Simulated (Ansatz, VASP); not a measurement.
One calculation of Pt, two programs

File INCAR:

```
SYSTEM = Pt
ALGO     = Normal         ! electronic algorithm
EDIFF    = 1E-8           ! SCF threshold, eV
ENCUT    = 400            ! plane-wave cutoff, eV
GGA      = PS             ! functional
GGA_COMPAT= .False.      
ISIF     = 2              ! what is computed and relaxed
ISMEAR   = -1             ! smearing method
LASPH    = .True.         ! aspherical terms in the spheres
LCHARG   = .False.        ! write CHGCAR
LEFG     = .True.       
LREAL    = .False.        ! projectors in reciprocal space
LWAVE    = .False.        ! write WAVECAR
NBANDS   = 11             ! bands
NELM     = 120            ! most SCF steps
PREC     = Accurate       ! precision mode
SIGMA    = 0.1            ! smearing width, eV
```

File KPOINTS:

```
k-points
0
Gamma
  6 6 6
  0 0 0
```

The input POSCAR:

```
Pt
1.0
   -1.5842200000      1.5842200000      1.5842200000
    1.5842200000     -1.5842200000      1.5842200000
    1.5842200000      1.5842200000     -1.5842200000
Pt
1
Direct
    0.0000000000      0.0000000000      0.0000000000
```

Input for Ansatz:

```yaml
crystal:
  lattice:
    bravais: bcc
    a: 3.16844
  space_group: 229
  atoms:
    - { symbol: Pt, position: [0.0, 0.0, 0.0] }
  reduce_to_primitive: true
basis:
  ecutwfc: 470.0
kpoints:
  mp_grid:
    grid: [6, 6, 6]
hamiltonian:
  xc: pbesol
  pseudopotentials:
    kind: paw
scf:
  occupations:
    method: fermi_dirac
output:
  write_density: true
  write_potential: true
  volumetric_format: npy
  elf: true
  dos:
    de: 0.2
    nscf_kmesh:
      kspacing: 0.3
  efg: {}
  stress: true
  eigenvalues: true
```

Alike in both runs: task electric field gradients; functional PBEsol; k mesh 6 × 6 × 6; no spin polarisation.

|  | VASP | Ansatz |
| --- | --- | --- |
| version | VASP 6.6.1 | Ansatz 0.2.0 |
| potentials or method | VASP PAW PBE potentials, release 64 (Pt), cutoff 400 eV | plane waves, PAW |
| occupations | fermi-dirac, width 0.1 eV | fermi-dirac |
| valence electrons in the cell | 10 | 18 |

Ansatz gave:

* gap on the k mesh at the Fermi level (eV): none
* pressure (GPa): -10.1

**Question.** What did VASP give for the same quantities?

**Answer.** gap on the k mesh at the Fermi level (eV): none; pressure (GPa): -10.4.

VASP's potentials were made for PBE, not for PBEsol. A gap of «none» marks a metal or a gap that the smearing closes. VASP's potentials hold 10 valence electrons a cell and Ansatz's 18, so a difference there can come from the potentials and not from the codes.

The k mesh is coarse, so the values compare programs but aren't converged. Neither program's run includes spin-orbit coupling.
